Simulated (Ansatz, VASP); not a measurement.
**CdS: VASP beside Ansatz**

```
CELL_PARAMETERS angstrom
4.13700 0.00000 0.00000
-2.06850 3.58275 0.00000
0.00000 0.00000 6.71600
ATOMIC_POSITIONS crystal
Cd 0.33333 0.66667 0.97231
Cd 0.66667 0.33333 0.47231
S 0.33333 0.66667 0.40469
S 0.66667 0.33333 0.90469
```

Change from the starting cell: polar distortion scaled by 0.55.

Alike in both runs: task single point; functional PBEsol; k mesh 9 × 9 × 4; no spin polarisation.

|  | VASP | Ansatz |
| --- | --- | --- |
| version | VASP 6.6.1 | Ansatz 0.2.0 |
| potentials or method | VASP PAW PBE potentials, release 64 (Cd_sv_GW, S), cutoff 540 eV | scalar-relativistic, plane waves, PAW |
| occupations | gaussian, width 0.01 eV | fixed |
| valence electrons in the cell | 52 | 52 |

|  | VASP | Ansatz | Ansatz less VASP |
| --- | --- | --- | --- |
| gap on the k mesh at the Fermi level (eV) | 1.25 | 1.25 | +0.002 |
| least direct gap on the mesh (eV) | 1.25 | 1.25 | +0.002 |
| pressure (GPa) | 0.5 | 1.5 | +0.96 |
| traceless stress, the component that is largest in VASP (GPa) | -4.82 | -4.83 | -0.012 |
| rms of the force components (eV/Å) | 0.383 | 0.384 | +0.0015 |

VASP's potentials were made for PBE, not for PBEsol, and Ansatz warns of the same on its side. Atom by atom the forces differ by 0.001 eV/Å (rms over components).
